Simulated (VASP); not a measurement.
# CdS (P3m1) in VASP: further runs

CdS is run at these levels: r2SCAN; tasks: single point.

Program: VASP 6.6.1. These are calculated values, not measurements. Logs are shortened: lines on timing, memory, paths and dates and some standing lists are left out, and cuts for length are marked.

### Step 1. The cell of the first run

It takes space group P3m1 (No. 156, trigonal). Conventional cell: a = 4.317 Å, b = 4.317 Å, c = 5.881 Å, α = 90.00°, β = 90.00°, γ = 120.00°. Cd (site symmetry 3m) has 3 S at 2.49 Å within 3.3 Å. Within 3.3 Å of S (site symmetry 3m) lie 3 Cd at 2.49 Å.

### Step 2. Single point, r2SCAN

Contents of POSCAR:

```
CdS
1.0
    4.3172444568      0.0000000000      0.0000000000
   -2.1586171626      3.7388418847      0.0000000000
    0.0000000000      0.0000000000      5.8805494169
Cd S
1 1
Direct
    0.0000000000      0.0000000000      0.4426900000
    0.6666666667      0.3333333333      0.4343100000
```

Contents of INCAR.step1:

```
SYSTEM = CdS
PREC = Accurate ; ENCUT = 520
ISMEAR = -1 ; SIGMA = 0.1
LREAL = .False. ; LASPH = .True.
NELM = 60 ; NBANDS = 16
GGA = PE ; ALGO = Normal
EDIFF = 1E-4 ; LWAVE = .True.
LCHARG = .False.
```

Contents of INCAR.step2:

```
SYSTEM = CdS
PREC = Accurate ; ENCUT = 520
EDIFF = 1E-7 ; ISMEAR = -1
SIGMA = 0.1 ; LREAL = .False.
LASPH = .True. ; NELM = 60
ALGO = Normal ; ISIF = 2
LWAVE = .False. ; LCHARG = .False.
METAGGA = R2SCAN ; LMIXTAU = .True.
NBANDS = 16 ; ISTART = 1
```

Contents of KPOINTS:

```
regular mesh
0
Gamma
  6 6 4
  0 0 0
```

Potentials or basis: VASP PAW PBE potentials, release 64 (Cd, S).

Run with:

```console
cat potpaw_PBE.64/Cd/POTCAR potpaw_PBE.64/S/POTCAR > POTCAR
cp INCAR.step1 INCAR
mpirun -np 1 vasp_std > vasp.out
cp INCAR.step2 INCAR
mpirun -np 1 vasp_std > vasp.out
```

OUTCAR:

```text
SYSTEM = CdS
   PREC = Accurate
   ENCUT = 520
   EDIFF = 1E-7
   ISMEAR = -1
   LREAL = .False.
   LASPH = .True.
   NELM = 60
   ISIF = 2
   METAGGA = R2SCAN
   ISTART = 1

 ion  position               nearest neighbor table
   1  0.000  0.000  0.443-   2 2.49   2 2.49   2 2.49
   2  0.667  0.333  0.434-   1 2.49   1 2.49   1 2.49

  LATTYP: Found a hexagonal cell.
 ALAT       =     4.3172444568
 C/A-ratio  =     1.3621071208

  Lattice vectors:

 A1 = (   4.3172444568,   0.0000000000,   0.0000000000)
 A2 = (  -2.1586171626,   3.7388418847,   0.0000000000)
 A3 = (   0.0000000000,   0.0000000000,   5.8805494169)

Analysis of symmetry for initial positions (statically):
=====================================================================
 Subroutine PRICEL returns:
 Original cell was already a primitive cell.

 Routine SETGRP: Setting up the symmetry group for a
 hexagonal supercell.

 Subroutine GETGRP returns: Found  6 space group operations
 (whereof  6 operations were pure point group operations)
 out of a pool of 24 trial point group operations.

The static configuration has the point symmetry C_3v.

Analysis of symmetry for dynamics (positions and initial velocities):
=====================================================================
 Subroutine PRICEL returns:
 Original cell was already a primitive cell.

 Routine SETGRP: Setting up the symmetry group for a
 hexagonal supercell.

 Subroutine GETGRP returns: Found  6 space group operations
 (whereof  6 operations were pure point group operations)
 out of a pool of 24 trial point group operations.

The dynamic configuration has the point symmetry C_3v.

 Subroutine INISYM returns: Found  6 space group operations
 (whereof  6 operations are pure point group operations),
 and found     1 'primitive' translations

----------------------------------------------------------------------------------------

                                     Primitive cell

  volume of cell :      94.9209

  direct lattice vectors                    reciprocal lattice vectors
     4.317244457  0.000000000  0.000000000     0.231629228  0.133730936  0.000000000
    -2.158617163  3.738841885  0.000000000     0.000000000  0.267462501  0.000000000
     0.000000000  0.000000000  5.880549417     0.000000000  0.000000000  0.170052138

  length of vectors
     4.317244457  4.317240634  5.880549417     0.267462264  0.267462501  0.170052138

  position of ions in fractional coordinates (direct lattice)
     0.000000000  0.000000000  0.442690000
     0.666666667  0.333333333  0.434310000

  ion indices of the primitive-cell ions
   primitive index   ion index
                 1           1
                 2           2

----------------------------------------------------------------------------------------

 KPOINTS: regular mesh

Automatic generation of k-mesh.
 Grid dimensions read from file:
 generate k-points for:    6    6    4

 Generating k-lattice:

  Cartesian coordinates                     Fractional coordinates (reciprocal lattice)
     0.038604871  0.022288489  0.000000000     0.166666667  0.000000000  0.000000000
     0.000000000  0.044577083  0.000000000     0.000000000  0.166666667  0.000000000
     0.000000000  0.000000000  0.042513034     0.000000000  0.000000000  0.250000000

  Length of vectors
     0.044577044  0.044577083  0.042513034

  Shift w.r.t. Gamma in fractional coordinates (k-lattice)
     0.000000000  0.000000000  0.000000000

 Subroutine IBZKPT returns following result:
 ===========================================

 Found     24 irreducible k-points:

 Following reciprocal coordinates:
            Coordinates               Weight
  0.000000  0.000000  0.000000      1.000000
  0.166667 -0.000000  0.000000      6.000000
  0.333333 -0.000000  0.000000      6.000000
  0.500000  0.000000  0.000000      3.000000
  0.166667  0.166667  0.000000      6.000000
  0.333333  0.166667  0.000000     12.000000
[... 16 lines left out ...]
  0.333333  0.166667  0.500000     12.000000
  0.333333  0.333333  0.500000      2.000000
   k-points           NKPTS =     24   k-points in BZ     NKDIM =     24   number of bands    NBANDS=     16
   number of dos      NEDOS =    301   number of ions     NIONS =      2
   total plane-waves  NPLWV =  49152
   dimension x,y,z NGX =    32 NGY =   32 NGZ =   48
   dimension x,y,z NGXF=    64 NGYF=   64 NGZF=   96
   ions per type =               1   1
   NGX,Y,Z   is equivalent  to a cutoff of  12.32, 12.32, 13.57 a.u.
   NGXF,Y,Z  is equivalent  to a cutoff of  24.64, 24.64, 27.14 a.u.
 SYSTEM =  CdS
   PREC   = accura    normal or accurate (medium, high low for compatibility)
   ISTART =      1    job   : 0-new  1-cont  2-samecut
   ICHARG =      0    charge: 1-file 2-atom 10-const
   ISPIN  =      1    spin polarized calculation?
   LNONCOLLINEAR =      F non collinear calculations
   LSORBIT =      F    spin-orbit coupling
   LASPH  =      T    aspherical Exc in radial PAW
   ENCUT  =  520.0 eV  38.22 Ry    6.18 a.u.   8.03  8.03 10.93*2*pi/ulx,y,z
   NELM   =     60;   NELMIN=  2; NELMDL=  0     # of ELM steps
   EDIFF  = 0.1E-06   stopping-criterion for ELM
   LREAL  =      F    real-space projection
   EDIFFG = 0.1E-05   stopping-criterion for IOM
   NSW    =      0    number of steps for IOM
   IBRION =     -1    ionic relax: 0-MD 1-quasi-New 2-CG
   NFREE  =      0    steps in history (QN), initial steepest desc. (CG)
   ISIF   =      2    stress and relaxation
   ISYM   =      2    0-nonsym 1-usesym 2-fastsym
   POTIM  = 0.5000    time-step for ionic-motion
   TEBEG  =    0.0;   TEEND  =   0.0 temperature during run
   PSTRESS=    0.0 pullay stress
   NELECT =      18.0000    total number of electrons
   NUPDOWN=      -1.0000    fix difference up-down
   EMIN   =  10.00;   EMAX   =-10.00  energy-range for DOS
   EFERMI =   0.00;   METHOD = LEGACY
   ISMEAR =    -1;   SIGMA  =   0.10  broadening in eV -4-tet -1-fermi 0-gaus
   EFERMI_NEDOS =   21; number of points for ismear=-14 and -15
   IALGO  =     38    algorithm
   IMIX   =      4    mixing-type and parameters
     AMIX     =   0.40;   BMIX     =  1.00
     AMIX_MAG =   1.60;   BMIX_MAG =  1.00
  volume/ion in A,a.u.               =      47.46       320.28
  Fermi-wavevector in a.u.,A,eV,Ry     =   0.940543  1.777368 12.035990  0.884620
  Thomas-Fermi vector in A             =   2.067965
   LORBIT       =      0    0 simple, 1 ext, 2 COOP (PROOUT), +10 PAW based schemes
   METAGGA = R2SCAN    functional components
   LHFCALC =     F    Hartree Fock is set to
   AEXX    =    0.0000 exact exchange contribution
   IVDW    =     0    specifies the selected vdW correction
   LEPSILON=     F    determine dielectric tensor
   LRPA    =     F    only Hartree local field effects (RPA)
 non-spin polarized calculation
  energy-cutoff  :      520.00
  volume of cell :       94.92
 maximum number of plane-waves:      2578
   NGX = 17   NGY = 17   NGZ = 21

 number of electron      18.0000002 magnetization

 Free energy of the ion-electron system (eV)
  ---------------------------------------------------
  ext. energy  EPLUGINS =         0.00000000
  ---------------------------------------------------
  free energy    TOTEN  =       -28.99735122 eV

  energy without entropy =      -28.99733126  energy(sigma->0) =      -28.99734124

 E-fermi :  -1.4934     XC(G=0):  -6.3189

 val. band max:       -2.5468902439   @ k =   0.0000   0.0000   0.5000
 cond. band min:      -0.7183478179   @ k =   0.0000   0.0000   0.0000
 fundamental gap:      1.8285424260
 Fermi energy:        -1.4934173038

 k-point     1 :       0.0000    0.0000    0.0000
  band No.  band energies     occupation
      1     -14.4554      2.00000
      2     -10.3155      2.00000
      3     -10.3155      2.00000
      4      -9.8689      2.00000
      5      -9.8689      2.00000
      6      -9.6911      2.00000
[... 8 lines left out ...]
     15       8.7391      0.00000
     16       9.7211      0.00000

 k-point     2 :       0.1667   -0.0000    0.0000
  band No.  band energies     occupation
      1     -14.3785      2.00000
      2     -10.2799      2.00000
      3     -10.2502      2.00000
      4      -9.8943      2.00000
      5      -9.8725      2.00000
      6      -9.6552      2.00000
[... 8 lines left out ...]
     15       9.4208      0.00000
     16       9.5766      0.00000

 k-point     3 :       0.3333   -0.0000    0.0000
  band No.  band energies     occupation
      1     -14.2234      2.00000
      2     -10.1663      2.00000
      3     -10.1112      2.00000
      4      -9.9432      2.00000
      5      -9.8794      2.00000
      6      -9.5550      2.00000
[... 8 lines left out ...]
     15       7.9032      0.00000
     16       8.5096      0.00000

 k-point     4 :       0.5000    0.0000    0.0000
  band No.  band energies     occupation
      1     -14.1456      2.00000
      2     -10.0883      2.00000
      3     -10.0369      2.00000
      4      -9.9665      2.00000
      5      -9.8827      2.00000
      6      -9.4681      2.00000
[... 8 lines left out ...]
     15       8.0654      0.00000
     16       8.6835      0.00000
[... 324 lines left out ...]
 k-point    22 :       0.1667    0.1667    0.5000
  band No.  band energies     occupation
      1     -14.2597      2.00000
      2     -10.2258      2.00000
      3     -10.1262      2.00000
      4      -9.9294      2.00000
      5      -9.8814      2.00000
      6      -9.5752      2.00000
[... 8 lines left out ...]
     15       7.3317      0.00000
     16       8.0244      0.00000

 k-point    23 :       0.3333    0.1667    0.5000
  band No.  band energies     occupation
      1     -14.1437      2.00000
      2     -10.1377      2.00000
      3     -10.0222      2.00000
      4      -9.9601      2.00000
      5      -9.8918      2.00000
      6      -9.4282      2.00000
[... 8 lines left out ...]
     15       8.3000      0.00000
     16       8.5158      0.00000

 k-point    24 :       0.3333    0.3333    0.5000
  band No.  band energies     occupation
      1     -14.1054      2.00000
      2     -10.1192      2.00000
      3     -10.0100      2.00000
      4      -9.9614      2.00000
      5      -9.9043      2.00000
      6      -9.3124      2.00000
[... 8 lines left out ...]
     15       7.3505      0.00000
     16       8.8794      0.00000

------------------------ aborting loop because EDIFF is reached ----------------------------------------

  FORCE on cell =-STRESS in cart. coord.  units (eV):
  Direction    XX          YY          ZZ          XY          YZ          ZX
  --------------------------------------------------------------------------------------
  -------------------------------------------------------------------------------------
  Total       -1.4766525     -1.4766513     -0.0453656     -0.0000020      0.0000000      0.0000000
  in kB      -24.9245451    -24.9245253     -0.7657294     -0.0000338      0.0000000      0.0000000
  external PRESSURE =     -16.8716000 kB  Pullay stress =       0.0000000 kB

 VOLUME and BASIS-vectors are now :
 -----------------------------------------------------------------------------
  energy-cutoff  :      520.00
  volume of cell :       94.92
      direct lattice vectors                 reciprocal lattice vectors
     4.317244457  0.000000000  0.000000000     0.231629228  0.133730936  0.000000000
    -2.158617163  3.738841885  0.000000000     0.000000000  0.267462501  0.000000000
     0.000000000  0.000000000  5.880549417     0.000000000  0.000000000  0.170052138

 POSITION                                       TOTAL-FORCE (eV/Angst)
 -----------------------------------------------------------------------------------
      0.00000      0.00000      2.60326        -0.000000      0.000000     -0.022653
      2.15862      1.24628      2.55398         0.000000     -0.000000      0.022653
 -----------------------------------------------------------------------------------
    total drift:                                0.000046      0.000011      0.000028

  FREE ENERGIE OF THE ION-ELECTRON SYSTEM (eV)
  ---------------------------------------------------
  free  energy   TOTEN  =       -28.9973512206 eV

  energy  without entropy=      -28.9973312599  energy(sigma->0) =      -28.99734124
```

It took 70 s on 1 thread of Intel Xeon 6975P-C (Granite Rapids), shared host; peak memory 0.23 GiB.

What came out:

```yaml
Free_energy: -28.9974 eV
Pressure: -1.7 GPa
Largest_force: 0.023 eV/Å
Band_gap_on_the_k_mesh: 1.83 eV, indirect (the least direct gap lies 3.9 meV higher)
```

Forces in eV/Å, atoms in the order of the input:
```
Cd   0.000  0.000 -0.023
S    0.000  0.000  0.023
```

Levels at points of the mesh, in eV from the valence-band top:
```tsv
k point	band 7	band 8	band 9	band 10	band 11	band 12
(0.00, 0.00, 0.00)	-0.96	0.00	0.00	1.83	5.94	7.41
(0.50, 0.00, 0.00)	-3.45	-1.24	-0.12	4.05	5.61	7.06
(0.00, 0.00, 0.50)	-1.16	0.00	0.00	2.11	5.39	7.46
(0.50, 0.00, 0.50)	-3.42	-1.23	-0.22	4.21	4.68	8.11
```

Caveat: the PAW data sets were made with another functional, which shifts forces and pressure a little.

### Step 3. Single point, r2SCAN

This run uses another cell than the first one, of 48.37 Å³/atom, 1.019 times its volume.

Contents of POSCAR:

```
CdS
1.0
    4.3447435705      0.0000000000      0.0000000000
   -2.1723666872      3.7626568063      0.0000000000
    0.0000000000      0.0000000000      5.9180061555
Cd S
1 1
Direct
    0.0000000000      0.0000000000      0.4426900000
    0.6666666667      0.3333333333      0.4343100000
```

Contents of INCAR.step1:

```
SYSTEM = CdS
PREC = Accurate
ENCUT = 520
ISMEAR = -1
SIGMA = 0.1
LREAL = .False.
LASPH = .True.
NELM = 100
NBANDS = 16
GGA = PE
ALGO = Normal
EDIFF = 1E-4
LWAVE = .True.
LCHARG = .False.
```

Contents of INCAR.step2:

```
SYSTEM = CdS
PREC = Accurate
ENCUT = 520
EDIFF = 1E-7
ISMEAR = -1
SIGMA = 0.1
LREAL = .False.
LASPH = .True.
NELM = 100
ALGO = Normal
ISIF = 2
LWAVE = .False.
LCHARG = .True.
METAGGA = R2SCAN
LMIXTAU = .True.
LELF = .True.
LVHAR = .True.
NBANDS = 16
ISTART = 1
```

KPOINTS is that of step 2.

Potentials or basis: VASP PAW PBE potentials, release 64 (Cd, S).

Run with:

```console
cat potpaw_PBE.64/Cd/POTCAR potpaw_PBE.64/S/POTCAR > POTCAR
cp INCAR.step1 INCAR
mpirun -np 1 vasp_std > vasp.out
cp INCAR.step2 INCAR
mpirun -np 1 vasp_std > vasp.out
```

Wall time 70 s (1 thread of Intel Xeon 6975P-C (Granite Rapids), shared host); peak memory 0.23 GiB.

Results (log left out):

```
Free energy            : -28.9758 eV
Pressure               : -2.1 GPa
Largest force          : 0.027 eV/Å
Band gap on the k mesh : 1.76 eV, indirect (least direct gap 1.79 eV)
```

Forces on the atoms (eV/Å):
```
Cd   0.000  0.000 -0.027
S    0.000  0.000  0.027
```

Stress tensor (GPa, compression positive):
```
-3.13  0.00  0.00
 0.00 -3.13  0.00
 0.00  0.00 -0.07
```

Levels at points of the mesh, in eV from the valence-band top:
```
           k point  band 5  band 6  band 7  band 8  band 9  band 10  band 11  band 12  band 13  band 14
(0.00, 0.00, 0.00)   -7.33   -7.16   -0.92   -0.03   -0.03     1.76     5.93     7.35     7.36     7.36
(0.50, 0.00, 0.00)   -7.35   -6.94   -3.40   -1.22   -0.11     3.98     5.60     7.02     7.88    10.39
(0.00, 0.00, 0.50)   -7.33   -7.16   -1.11   -0.03   -0.03     2.03     5.36     7.41     7.41     9.67
(0.50, 0.00, 0.50)   -7.35   -6.94   -3.37   -1.21   -0.21     4.14     4.68     8.07     8.25    10.43
```

Caveat: the PAW data sets were made with another functional, which shifts forces and pressure a little. r2SCAN opens gaps a little over a GGA but as a rule still falls short of measured ones.
